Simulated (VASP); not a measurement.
Wanted: the native input for a VASP 6.6.1 run.

```yaml
Task: single point
Functional: PBE
Potentials_or_basis: VASP PAW PBE potentials, release 64 (Si, Ti_sv)
Cutoff: 520 eV
k_mesh: 2 × 2 × 2
Occupations: fermi-dirac, width 0.05 eV
Spin: no spin polarisation
Dipole_correction: no
Further_INCAR_settings: LREAL = Auto; ALGO = Normal; EDIFF = 1e-06; NBANDS = 52
```

The structure of TiSi16 (a cell with a defect) lies in POSCAR:

```
TiSi16
1.0
    0.0000000000      5.4300000000      5.4300000000
    5.4300000000      0.0000000000      5.4300000000
    5.4300000000      5.4300000000      0.0000000000
Si Ti
16 1
Direct
   -0.0172279006      0.0526472376     -0.0178409761
    0.1259537753      0.1374640884      0.1253384899
    0.0139046041     -0.0120351750      0.4989373849
    0.1259475138      0.1374793738      0.6109780847
    0.0119850829      0.5088799263      0.0113825046
    0.1079569982      0.6771441068      0.1073129834
    0.0119785451      0.5088965930      0.4674820442
    0.1574075506      0.6165567219      0.6128896869
    0.4995516575     -0.0120859116      0.0133197974
    0.6116022099      0.1374265193      0.1253543278
    0.4995455801     -0.0120720994      0.4989527624
    0.6427368324      0.0727217311      0.6421425414
    0.4681139963      0.5088388582      0.0113904236
    0.6135203499      0.6165004604      0.1568150092
    0.5175599448      0.4482256906      0.5169798343
    0.6135116943      0.6165161142      0.6128997238
    0.8127441989      0.5627171271      0.8121392265
```

These files were run (other wordings do the same):

INCAR

```
PREC     = Accurate       # precision mode
ENCUT    = 520            # plane-wave cutoff, eV
EDIFF    = 1E-6           # SCF threshold, eV
ISMEAR   = -1             # smearing method
SIGMA    = 0.05           # smearing width, eV
LREAL    = Auto         
LASPH    = True           # aspherical terms in the spheres
NELM     = 100            # most SCF steps
ALGO     = Normal         # electronic algorithm
ISIF     = 2              # what is computed and relaxed
LWAVE    = False          # write WAVECAR
LCHARG   = False          # write CHGCAR
GGA      = PE             # functional
NBANDS   = 52             # bands
```

KPOINTS

```
Automatic mesh
0
Gamma
  2 2 2
```

Potentials or basis: VASP PAW PBE potentials, release 64 (Si, Ti_sv).

Command:

```console
$ cat potpaw_PBE.64/Si/POTCAR potpaw_PBE.64/Ti_sv/POTCAR > POTCAR
$ mpirun -np 1 vasp_std > vasp.out
```

Results of the run:

```
Pressure               : 5.7 GPa
Largest force          : 0.024 eV/Å
Band gap on the k mesh : zero (bands 38 and 39 overlap by 0.19 eV)
```

Caveat: the k points lie up to 0.50 Å⁻¹ apart.

Wall time 8.7 min on 1 thread of Intel Xeon 8259CL, with other jobs on the host, peak memory 0.5 GiB.
